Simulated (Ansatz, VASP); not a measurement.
Zr3N4: VASP beside Ansatz

```xyz
14
Lattice="-3.3012 3.3012 3.3012 3.3012 -3.3012 3.3012 3.3012 3.3012 -3.3012" Properties=species:S:1:pos:R:3 pbc="T T T"
Zr    2.4759    0.0000    1.6506
Zr    1.6506    2.4759    0.0000
Zr    0.8253    0.0000    4.9518
Zr    4.9518    0.8253    0.0000
Zr    0.0000    1.6506    2.4759
Zr    0.0000    4.9518    0.8253
N     0.4537    0.4537    0.4537
N    -1.1969    1.1969    4.4982
N    -0.4537    2.8476    0.4537
N     4.4982   -1.1969    1.1969
N     0.4537   -0.4537    2.8476
N     2.1043    2.1043    2.1043
N     2.8476    0.4537   -0.4537
N     1.1969    4.4982   -1.1969
```

Change from the starting cell: volume scaled by 0.94, ions relaxed.

Alike in both runs: task relaxation of the atoms; functional PBE; k mesh 6 × 6 × 6; occupations fermi-dirac, width 0.02 eV; no spin polarisation.

```csv
,VASP,Ansatz
version,VASP 6.6.1,Ansatz 0.2.0
potentials or method,"VASP PAW PBE potentials, release 64 (Zr_sv, N)","plane-wave PAW, scalar-relativistic"
plane-wave cutoff (eV),520,420
valence electrons in the cell,112,112
```

Ansatz gave:

* gap on the k mesh at the Fermi level, each at its own relaxed structure (eV): 0.92

**Question.** What did VASP give for the same quantities?

**Answer.** gap on the k mesh at the Fermi level, each at its own relaxed structure (eV): 0.93.

Ansatz's warnings: stress scf threshold loose.
